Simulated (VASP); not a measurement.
# HfN (Fm-3m) in VASP: elastic constants with PBEsol

Aim: the elastic constants of HfN with PBEsol.

Program: VASP 6.6.1. These are calculated values, not measurements. Logs are shortened: lines on timing, memory, paths and dates and some standing lists are left out, and cuts for length are marked.

### 1 The cell of the first run

The structure is cubic, space group Fm-3m (No. 225). Conventional cell: a = 4.502 Å, b = 4.502 Å, c = 4.502 Å, α = 90.00°, β = 90.00°, γ = 90.00°. Hf (site symmetry m-3m) has 6 N at 2.25 Å within 3.0 Å. Within 3.0 Å of N (site symmetry m-3m) lie 6 Hf at 2.25 Å.

### 2 Elastic constants, PBEsol

Input file INCAR:

```
PREC = Accurate
ENCUT = 600
EDIFF = 1E-8
ISMEAR = -1
SIGMA = 0.15
LREAL = F
LASPH = T
NELM = 60
ALGO = Normal
ISIF = 3
LWAVE = F
LCHARG = F
GGA = PS
IBRION = 6
NFREE = 2
POTIM = 0.015
NSW = 1
```

Input file KPOINTS:

```
regular mesh
0
Gamma
  16 16 16
```

Input file POSCAR:

```
HfN
1.0
    0.0000000000      2.2511636249      2.2511636249
    2.2511636249      0.0000000000      2.2511636249
    2.2511636249      2.2511636249      0.0000000000
Hf N
1 1
Direct
    0.0000000000      0.0000000000      0.0000000000
    0.5000000000      0.5000000000      0.5000000000
```

Potentials or basis: VASP PAW PBE potentials, release 64 (Hf_pv, N).

The run is started by

```
$ cat potpaw_PBE.64/Hf_pv/POTCAR potpaw_PBE.64/N/POTCAR > POTCAR
$ mpirun -np 1 vasp_std > vasp.out
```

OUTCAR:

```text
PREC = Accurate
   ENCUT = 600
   EDIFF = 1E-8
   ISMEAR = -1
   LREAL = F
   LASPH = T
   NELM = 60
   ISIF = 3
   GGA = PS
   IBRION = 6
   NFREE = 2
   POTIM = 0.015
   NSW = 1

 ion  position               nearest neighbor table
   1  0.000  0.000  0.000-   2 2.25   2 2.25   2 2.25   2 2.25   2 2.25   2 2.25
   2  0.500  0.500  0.500-   1 2.25   1 2.25   1 2.25   1 2.25   1 2.25   1 2.25

  LATTYP: Found a face centered cubic cell.
 ALAT       =     4.5023272498

  Lattice vectors:

 A1 = (   0.0000000000,   2.2511636249,   2.2511636249)
 A2 = (   2.2511636249,   0.0000000000,   2.2511636249)
 A3 = (   2.2511636249,   2.2511636249,   0.0000000000)

Analysis of symmetry for initial positions (statically):
=====================================================================
 Subroutine PRICEL returns:
 Original cell was already a primitive cell.

 Routine SETGRP: Setting up the symmetry group for a
 face centered cubic supercell.

 Subroutine GETGRP returns: Found 48 space group operations
 (whereof 48 operations were pure point group operations)
 out of a pool of 48 trial point group operations.

The static configuration has the point symmetry O_h .

Analysis of symmetry for dynamics (positions and initial velocities):
=====================================================================
 Subroutine PRICEL returns:
 Original cell was already a primitive cell.

 Routine SETGRP: Setting up the symmetry group for a
 face centered cubic supercell.

 Subroutine GETGRP returns: Found 48 space group operations
 (whereof 48 operations were pure point group operations)
 out of a pool of 48 trial point group operations.

The dynamic configuration has the point symmetry O_h .

 Subroutine INISYM returns: Found 48 space group operations
 (whereof 48 operations are pure point group operations),
 and found     1 'primitive' translations

----------------------------------------------------------------------------------------

                                     Primitive cell

  volume of cell :      22.8166

  direct lattice vectors                    reciprocal lattice vectors
     0.000000000  2.251163625  2.251163625    -0.222107356  0.222107356  0.222107356
     2.251163625  0.000000000  2.251163625     0.222107356 -0.222107356  0.222107356
     2.251163625  2.251163625  0.000000000     0.222107356  0.222107356 -0.222107356

  length of vectors
     3.183626129  3.183626129  3.183626129     0.384701225  0.384701225  0.384701225

  position of ions in fractional coordinates (direct lattice)
     0.000000000  0.000000000  0.000000000
     0.500000000  0.500000000  0.500000000

  ion indices of the primitive-cell ions
   primitive index   ion index
                 1           1
                 2           2

----------------------------------------------------------------------------------------

 KPOINTS: regular mesh

Automatic generation of k-mesh.
 Grid dimensions read from file:
 generate k-points for:   16   16   16

 Generating k-lattice:

  Cartesian coordinates                     Fractional coordinates (reciprocal lattice)
    -0.013881710  0.013881710  0.013881710     0.062500000  0.000000000  0.000000000
     0.013881710 -0.013881710  0.013881710     0.000000000  0.062500000  0.000000000
[... 110 lines left out ...]

  FORCE on cell =-STRESS in cart. coord.  units (eV):
  Direction    XX          YY          ZZ          XY          YZ          ZX
  --------------------------------------------------------------------------------------
  -------------------------------------------------------------------------------------
  Total       -0.3239535     -0.3239535     -0.3239535      0.0000000     -0.0000000      0.0000000
  in kB      -22.7479429    -22.7479429    -22.7479429      0.0000000     -0.0000000      0.0000000
  external PRESSURE =     -22.7479429 kB  Pullay stress =       0.0000000 kB
[... 89 lines left out ...]
  FREE ENERGIE OF THE ION-ELECTRON SYSTEM (eV)
  ---------------------------------------------------
  free  energy   TOTEN  =       -23.0107474588 eV

  energy  without entropy=      -22.9686814666  energy(sigma->0) =      -22.98971446

[... ionic steps 4 to 14 ...]

--------------------------------------- Ionic step       15  -------------------------------------------

 number of electron      15.0000001 magnetization

------------------------ aborting loop because EDIFF is reached ----------------------------------------
[... 67 lines left out ...]
--------------------------------------- Ionic step       17  -------------------------------------------

 number of electron      15.0000002 magnetization

 Free energy of the ion-electron system (eV)
  ---------------------------------------------------
  ext. energy  EPLUGINS =         0.00000000
  ---------------------------------------------------
  free energy    TOTEN  =       -23.01517197 eV

  energy without entropy =      -22.97235989  energy(sigma->0) =      -22.99376593

 E-fermi :   8.2875     XC(G=0): -12.9483

 val. band max:        8.2864388201   @ k =   0.0000   0.3750   0.1250
 cond. band min:       8.2917068401   @ k =   0.0625   0.0625   0.0000
 fundamental gap:      0.0052680200
 Fermi energy:         8.2875470170

 k-point     1 :       0.0000    0.0000    0.0000
  band No.  band energies     occupation
      1     -22.7258      2.00000
      2     -22.7254      2.00000
      3     -22.7254      2.00000
      4      -9.2099      2.00000
      5       5.2911      2.00000
      6       5.2911      2.00000
      7       5.2916      2.00000
      8       7.9152      1.84579
      9       7.9195      1.84164
     10       7.9195      1.84164
     11      10.2030      0.00001
[... 309 lines left out ...]
 k-point    24 :      -0.0625    0.0625    0.0000
  band No.  band energies     occupation
      1     -22.8272      2.00000
      2     -22.7507      2.00000
      3     -22.7275      2.00000
      4      -8.9653      2.00000
      5       4.2542      2.00000
      6       4.6117      2.00000
      7       4.9283      2.00000
      8       8.0628      1.63462
      9       8.1233      1.49861
     10       8.5448      0.30495
     11      10.3962      0.00000

 [... further k-points ...]

------------------------ aborting loop because EDIFF is reached ----------------------------------------

  FORCE on cell =-STRESS in cart. coord.  units (eV):
  Direction    XX          YY          ZZ          XY          YZ          ZX
  --------------------------------------------------------------------------------------
  -------------------------------------------------------------------------------------
  Total       -0.3111782     -0.3239664     -0.3239664     -0.0000000     -0.0000000      0.0000000
  in kB      -21.8508580    -22.7488439    -22.7488439     -0.0000000     -0.0000000      0.0000000
  external PRESSURE =     -22.4495152 kB  Pullay stress =       0.0000000 kB
[... 17 lines left out ...]
  FREE ENERGIE OF THE ION-ELECTRON SYSTEM (eV)
  ---------------------------------------------------
  free  energy   TOTEN  =       -23.0151719683 eV

  energy  without entropy=      -22.9723598874  energy(sigma->0) =      -22.99376593

 INTERNAL STRAIN TENSORS FROM STRAINED CELLS
 ============================================

 INTERNAL STRAIN TENSOR FOR ION    1 for displacements in x,y,z  (eV/Angst):
          X           Y           Z          XY          YZ          ZX
  --------------------------------------------------------------------------------
  x     0.00000     0.00000     0.00000     0.00000     0.00000    -0.00000
  y    -0.00000     0.00000    -0.00000    -0.00000     0.00000    -0.00000
  z    -0.00000    -0.00000     0.00000     0.00000    -0.00000     0.00000

 INTERNAL STRAIN TENSORS FROM DISPLACED ATOMS
 ============================================

 INTERNAL STRAIN TENSOR FOR ION    1 for displacements in x,y,z  (eV/Angst):
          X           Y           Z          XY          YZ          ZX
  --------------------------------------------------------------------------------
  x     0.00000     0.00000     0.00000     0.00000     0.00000     0.00000
  y     0.00000     0.00000     0.00000     0.00000     0.00000     0.00000
  z     0.00000     0.00000     0.00000     0.00000     0.00000     0.00000

 INTERNAL STRAIN TENSOR FOR ION    2 for displacements in x,y,z  (eV/Angst):
          X           Y           Z          XY          YZ          ZX
  --------------------------------------------------------------------------------
  x     0.00000     0.00000     0.00000     0.00000     0.00000     0.00000
  y     0.00000     0.00000     0.00000     0.00000     0.00000     0.00000
  z     0.00000     0.00000     0.00000     0.00000     0.00000     0.00000

 Eigenvectors and eigenvalues of the dynamical matrix
 ----------------------------------------------------

   1 f  =   15.046569 THz    94.540380 2PiTHz  501.899512 cm-1    62.227581 meV
             X         Y         Z           dx          dy          dz
      0.000000  0.000000  0.000000     0.000000    0.269717    0.000000
      2.251164  2.251164  2.251164     0.000000   -0.962940    0.000000
[... 21 lines left out ...]
   6 f/i=    0.000327 THz     0.002053 2PiTHz    0.010900 cm-1     0.001351 meV
             X         Y         Z           dx          dy          dz
      0.000000  0.000000  0.000000     0.000000    0.000000    0.962940
      2.251164  2.251164  2.251164     0.000000    0.000000    0.269717

--------------------------------------------------------------------------------------------------------

 ELASTIC MODULI CONTR FROM IONIC RELAXATION (kBar)
 Direction    XX          YY          ZZ          XY          YZ          ZX
 --------------------------------------------------------------------------------
 XX           0.0000      0.0000      0.0000      0.0000      0.0000      0.0000
 YY           0.0000      0.0000      0.0000      0.0000      0.0000      0.0000
 ZZ           0.0000      0.0000      0.0000      0.0000      0.0000      0.0000
 XY           0.0000      0.0000      0.0000      0.0000      0.0000      0.0000
 YZ           0.0000      0.0000      0.0000      0.0000      0.0000      0.0000
 ZX           0.0000      0.0000      0.0000      0.0000      0.0000      0.0000
 --------------------------------------------------------------------------------

 TOTAL ELASTIC MODULI (kBar)
 Direction    XX          YY          ZZ          XY          YZ          ZX
 --------------------------------------------------------------------------------
 XX        6298.3479   1113.9316   1113.9316     -0.0000      0.0000      0.0000
 YY        1113.9316   6298.3479   1113.9316      0.0000      0.0000     -0.0000
 ZZ        1113.9316   1113.9316   6298.3479      0.0000     -0.0000      0.0000
 XY          -0.0000      0.0000      0.0000   1270.1094      0.0000     -0.0000
 YZ           0.0000      0.0000     -0.0000      0.0000   1270.1094      0.0000
 ZX           0.0000     -0.0000      0.0000     -0.0000      0.0000   1270.1094
 --------------------------------------------------------------------------------
```

It took 18 min on 1 thread of Intel Xeon 6975P-C (Granite Rapids), shared host; peak memory 0.73 GiB.

Results:

```yaml
Elastic_constants_C11_C12_C44: 630, 111, 127 GPa
Voigt_bulk_modulus: 284 GPa
Highest_phonon_frequency_at_Γ: 502 cm⁻¹
```

Phonon frequencies in cm⁻¹ (negative: imaginary):
```tsv
q point	frequencies
(0.000, 0.000, 0.000)	0 0 0 502 502 502
```

Elastic tensor in Voigt notation (GPa, in the Cartesian axes of the cell as first typed):
```
630 111 111   0   0   0
111 630 111   0   0   0
111 111 630   0   0   0
  0   0   0 127   0   0
  0   0   0   0 127   0
  0   0   0   0   0 127
```

Clamped-ion elastic tensor (GPa):
```
630 111 111   0   0   0
111 630 111   0   0   0
111 111 630   0   0   0
  0   0   0 127   0   0
  0   0   0   0 127   0
  0   0   0   0   0 127
```

Caveat: the cell is under stress, which shifts elastic constants; the PAW data sets were made with another functional, which shifts forces and pressure a little; spin-orbit coupling is left out, which moves the levels of the heavy elements.
